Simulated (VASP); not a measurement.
# BN (Pm) in VASP: notebook, part 3 of 3

VASP 6.6.1. Earlier steps stand in the parts before.

## 5. Single point, PBE (mode 9 (1359.5 1/cm) frozen in, largest displacement +0.188 Å)

Contents of INCAR:

```
SYSTEM = BN
  ALGO = Normal
  EDIFF = 1E-7
  ENCUT = 520
  GGA = PE
  ISIF = 2
  ISMEAR = 0
  LASPH = .TRUE.
  LCHARG = .TRUE.
  LELF = .TRUE.
  LREAL = .FALSE.
  LVHAR = .TRUE.
  LWAVE = .FALSE.
  NBANDS = 16
  NELM = 100
  PREC = Accurate
  SIGMA = 0.05
```

Contents of KPOINTS:

```
k-points
0
G
  12 12 4
  0 0 0
```

Contents of POSCAR:

```
BN
1.0
    2.5039917043      0.0000000000      0.0000000000
   -1.2519958522      2.1685204268      0.0000000000
    0.0000000000      0.0000000000      6.6612000000
B N
2 2
Direct
    0.4082137731      0.6666666667      0.2500000000
    0.6667019725      0.3333333333      0.7500000000
    0.3333373456      0.6666666667      0.7500000000
    0.6088459049      0.3333333333      0.2500000000
```

Run with:

```
$ cat potpaw_PBE.64/B/POTCAR potpaw_PBE.64/N/POTCAR > POTCAR
$ mpirun -np 1 vasp_std > vasp.out
```

It took 1.7 min on 1 thread of Intel Xeon Platinum 8375C at 2.90GHz (Ice Lake), shared host; peak memory 0.22 GiB.

Results (log left out):

| Quantity | Value |
| --- | --- |
| Free energy | -32.7544 eV |
| Pressure | 25.3 GPa |
| Largest force | 17.712 eV/Å |
| Band gap on the k mesh | 2.00 eV, indirect (least direct gap 3.51 eV) |

Forces in eV/Å, atoms in the order of the input:
```
B   -15.289   8.906   0.000
B    -0.003  -0.002   0.000
N    -0.009   0.015   0.000
N    15.302  -8.919   0.000
```

Stress tensor (GPa, compression positive):
```
 44.14 -30.20   0.00
-30.20  29.19   0.00
  0.00   0.00   2.61
```

Levels at points of the mesh, in eV from the valence-band top:
| k point | band 5 | band 6 | band 7 | band 8 | band 9 | band 10 | band 11 | band 12 |
| --- | --- | --- | --- | --- | --- | --- | --- | --- |
| (0.00, 0.00, 0.00) | -5.96 | -3.08 | -3.08 | 0.00 | 3.51 | 6.80 | 8.58 | 9.84 |
| (0.50, 0.00, 0.00) | -7.30 | -5.88 | -4.05 | -2.46 | 2.87 | 6.20 | 7.08 | 8.05 |
| (0.00, 0.50, 0.00) | -5.88 | -4.28 | -3.38 | -2.33 | 2.59 | 4.19 | 4.97 | 7.98 |
| (0.50, 0.50, 0.00) | -5.88 | -4.30 | -2.85 | -2.28 | 2.24 | 3.27 | 7.74 | 8.07 |
| (0.00, 0.00, 0.50) | -6.27 | -3.08 | -3.08 | 0.00 | 5.60 | 5.80 | 7.08 | 9.84 |
| (0.50, 0.00, 0.50) | -7.30 | -5.88 | -3.84 | -2.68 | 2.99 | 5.59 | 7.29 | 8.14 |
| (0.00, 0.50, 0.50) | -5.88 | -4.29 | -3.01 | -2.67 | 2.98 | 3.38 | 5.04 | 8.14 |
| (0.50, 0.50, 0.50) | -5.88 | -4.30 | -2.67 | -2.30 | 2.00 | 2.96 | 7.92 | 8.18 |

Caveat: the cell differs from its parent crystal (mode 9 (1359.5 1/cm) frozen in, largest displacement +0.188 Å); this functional lacks dispersion, which binds the layers, so the pressure and a relaxed spacing across them are unreliable; forces of over 1 eV/Å act on the atoms, so gaps and moduli don't describe the material at rest.

## 6. Single point, PBE (mode 9 (1359.5 1/cm) frozen in, largest displacement +0.113 Å)

Contents of INCAR:

```
  PREC = Accurate
  ENCUT = 520
  EDIFF = 1E-7
  ISMEAR = 0
  SIGMA = 0.05
  LREAL = F
  LASPH = T
  NELM = 60
  ALGO = Normal
  ISIF = 2
  LWAVE = F
  LCHARG = F
  GGA = PE
  NBANDS = 16
```

Contents of KPOINTS:

```
Automatic mesh
0
Gamma
  12 12 4
```

Contents of POSCAR:

```
BN
1.0
    2.5039917043      0.0000000000      0.0000000000
   -1.2519958522      2.1685204268      0.0000000000
    0.0000000000      0.0000000000      6.6612000000
B N
2 2
Direct
    0.3782615972      0.6666666667      0.2500000000
    0.6666878502      0.3333333333      0.7500000000
    0.3333357407      0.6666666667      0.7500000000
    0.6319742096      0.3333333333      0.2500000000
```

Potentials or basis: VASP PAW PBE potentials, release 64 (B, N).

Run with:

```
$ cat potpaw_PBE.64/B/POTCAR potpaw_PBE.64/N/POTCAR > POTCAR
$ mpirun -np 1 vasp_std > vasp.out
```

OUTCAR:

```text
PREC = Accurate
   ENCUT = 520
   EDIFF = 1E-7
   ISMEAR = 0
   LREAL = F
   LASPH = T
   NELM = 60
   ISIF = 2
   GGA = PE

 ion  position               nearest neighbor table
   1  0.378  0.667  0.250-   4 1.28   4 1.46   4 1.62
   2  0.667  0.333  0.750-   3 1.45   3 1.45   3 1.45
   3  0.333  0.667  0.750-   2 1.45   2 1.45   2 1.45
   4  0.632  0.333  0.250-   1 1.28   1 1.46   1 1.62

  LATTYP: Found a hexagonal cell.
 ALAT       =     2.5039917043
 C/A-ratio  =     2.6602324555

  Lattice vectors:

 A1 = (   2.5039917043,   0.0000000000,   0.0000000000)
 A2 = (  -1.2519958522,   2.1685204268,   0.0000000000)
 A3 = (   0.0000000000,   0.0000000000,   6.6612000000)

Analysis of symmetry for initial positions (statically):
=====================================================================
 Subroutine PRICEL returns:
 Original cell was already a primitive cell.

 Routine SETGRP: Setting up the symmetry group for a
 hexagonal supercell.

 Subroutine GETGRP returns: Found  2 space group operations
 (whereof  1 operations were pure point group operations)
 out of a pool of 24 trial point group operations.

The static configuration has the point symmetry C_1 .
 The point group associated with its full space group is C_1h.

Analysis of symmetry for dynamics (positions and initial velocities):
=====================================================================
 Subroutine PRICEL returns:
 Original cell was already a primitive cell.

 Routine SETGRP: Setting up the symmetry group for a
 hexagonal supercell.

 Subroutine GETGRP returns: Found  2 space group operations
 (whereof  1 operations were pure point group operations)
 out of a pool of 24 trial point group operations.

The dynamic configuration has the point symmetry C_1 .
 The point group associated with its full space group is C_1h.

 Subroutine INISYM returns: Found  2 space group operations
 (whereof  1 operations are pure point group operations),
 and found     1 'primitive' translations

[... 119 lines left out ...]
  volume/ion in A,a.u.               =       9.04        61.02
  Fermi-wavevector in a.u.,A,eV,Ry     =   1.247379  2.357205 21.170055  1.555955
  Thomas-Fermi vector in A             =   2.381514
   LORBIT       =      0    0 simple, 1 ext, 2 COOP (PROOUT), +10 PAW based schemes
   GGA     = PE    functional components
   LHFCALC =     F    Hartree Fock is set to
   AEXX    =    0.0000 exact exchange contribution
   IVDW    =     0    specifies the selected vdW correction
   LEPSILON=     F    determine dielectric tensor
   LRPA    =     F    only Hartree local field effects (RPA)
 non-spin polarized calculation
 Gauss-broadening in eV      SIGMA  =   0.05
  energy-cutoff  :      520.00
  volume of cell :       36.17
 maximum number of plane-waves:       992
   NGX =  9   NGY =  9   NGZ = 25

 number of electron      15.9999998 magnetization

 Free energy of the ion-electron system (eV)
  ---------------------------------------------------
  ext. energy  EPLUGINS =         0.00000000
  ---------------------------------------------------
  free energy    TOTEN  =       -34.31948977 eV

  energy without entropy =      -34.31948977  energy(sigma->0) =      -34.31948977

 E-fermi :   3.3588     XC(G=0): -10.0365

 val. band max:        3.1106147167   @ k =   0.0000   0.0000   0.5000
 cond. band min:       6.0066017776   @ k =   0.5000   0.5000   0.5000
 fundamental gap:      2.8959870610
 Fermi energy:         3.3588291034

 k-point     1 :       0.0000    0.0000    0.0000
  band No.  band energies     occupation
      1     -15.5740      2.00000
      2     -15.2877      2.00000
      3      -4.0015      2.00000
      4      -1.9274      2.00000
      5      -1.2366      2.00000
      6       0.8969      2.00000
[... 433 lines left out ...]
      3      -3.2190      2.00000
      4      -2.7053      2.00000
      5      -2.0691      2.00000
      6      -0.7709      2.00000
[... 8 lines left out ...]
     15      17.0800      0.00000
     16      17.6105      0.00000

 [... further k-points ...]

------------------------ aborting loop because EDIFF is reached ----------------------------------------

  FORCE on cell =-STRESS in cart. coord.  units (eV):
  Direction    XX          YY          ZZ          XY          YZ          ZX
  --------------------------------------------------------------------------------------
  -------------------------------------------------------------------------------------
  Total        4.0897299      2.7651513      0.5986964     -3.0928593      0.0000000      0.0000000
  in kB      181.1575068    122.4843523     26.5196858   -137.0004115      0.0000000      0.0000000
  external PRESSURE =     110.0538483 kB  Pullay stress =       0.0000000 kB

 VOLUME and BASIS-vectors are now :
 -----------------------------------------------------------------------------
  energy-cutoff  :      520.00
  volume of cell :       36.17
      direct lattice vectors                 reciprocal lattice vectors
     2.503991704  0.000000000  0.000000000     0.399362345  0.230571958  0.000000000
    -1.251995852  2.168520427  0.000000000     0.000000000  0.461143915  0.000000000
     0.000000000  0.000000000  6.661200000     0.000000000  0.000000000  0.150123101

 POSITION                                       TOTAL-FORCE (eV/Angst)
 -----------------------------------------------------------------------------------
      0.11250      1.44568      1.66530        -8.522249      2.769475      0.000000
      1.25205      0.72284      4.99590        -0.003358     -0.000667      0.000000
      0.00001      1.44568      4.99590        -0.002877      0.006353      0.000000
      1.16513      0.72284      1.66530         8.528484     -2.775161      0.000000
 -----------------------------------------------------------------------------------
    total drift:                               -0.000017      0.000049     -0.000000

  FREE ENERGIE OF THE ION-ELECTRON SYSTEM (eV)
  ---------------------------------------------------
  free  energy   TOTEN  =       -34.3194897735 eV

  energy  without entropy=      -34.3194897735  energy(sigma->0) =      -34.31948977
```

stdout:

```text
POSCAR found type information on POSCAR B N
 POSCAR found :  2 types and       4 ions
 scaLAPACK will be used
 LDA part: xc-table for (Slater+PW92), standard interpolation
 POSCAR, INCAR and KPOINTS ok, starting setup
 FFT: planning ... GRIDC
 FFT: planning ... GRID_SOFT
 FFT: planning ... GRID
 WAVECAR not read
 entering main loop
```

Run time: 1.8 min. Hardware: 1 thread of Intel Xeon Platinum 8375C at 2.90GHz (Ice Lake), shared host; peak memory 0.23 GiB.

What came out:

| Property | Result |
| --- | --- |
| Free energy | -34.3195 eV |
| Pressure | 11.0 GPa |
| Largest force | 8.969 eV/Å |
| Band gap on the k mesh | 2.90 eV, indirect (least direct gap 4.20 eV) |

Forces in eV/Å, atoms in the order of the input:
```
B   -8.522  2.769  0.000
B   -0.003 -0.001  0.000
N   -0.003  0.006  0.000
N    8.528 -2.775  0.000
```

Levels at points of the mesh, in eV from the valence-band top:
| k point | band 4 | band 5 | band 6 | band 7 | band 8 | band 9 | band 10 | band 11 | band 12 | band 13 |
| --- | --- | --- | --- | --- | --- | --- | --- | --- | --- | --- |
| (0.00, 0.00, 0.00) | -5.04 | -4.35 | -2.21 | -2.21 | 0.00 | 4.35 | 8.10 | 9.41 | 10.71 | 10.71 |
| (0.50, 0.00, 0.00) | -9.33 | -5.98 | -5.01 | -2.81 | -1.52 | 3.66 | 5.96 | 8.27 | 8.94 | 12.01 |
| (0.00, 0.50, 0.00) | -9.73 | -5.01 | -4.38 | -2.39 | -1.39 | 3.41 | 4.84 | 7.49 | 8.86 | 11.84 |
| (0.50, 0.50, 0.00) | -9.77 | -5.01 | -4.00 | -2.07 | -1.22 | 2.99 | 4.24 | 8.68 | 9.04 | 11.48 |
| (0.00, 0.00, 0.50) | -6.17 | -4.34 | -2.21 | -2.21 | 0.00 | 6.61 | 6.69 | 8.22 | 10.71 | 10.71 |
| (0.50, 0.00, 0.50) | -9.34 | -5.97 | -5.01 | -2.51 | -1.82 | 3.85 | 5.33 | 8.52 | 9.01 | 12.56 |
| (0.00, 0.50, 0.50) | -9.78 | -5.01 | -4.39 | -1.93 | -1.81 | 3.84 | 3.98 | 7.60 | 9.01 | 12.66 |
| (0.50, 0.50, 0.50) | -9.77 | -5.01 | -4.00 | -1.81 | -1.36 | 2.90 | 3.83 | 9.01 | 9.03 | 12.41 |

Caveat: the cell differs from its parent crystal (mode 9 (1359.5 1/cm) frozen in, largest displacement +0.113 Å); this functional lacks dispersion, which binds the layers, so the pressure and a relaxed spacing across them are unreliable; forces of over 1 eV/Å act on the atoms, so gaps and moduli don't describe the material at rest. A k mesh can miss the band edges.
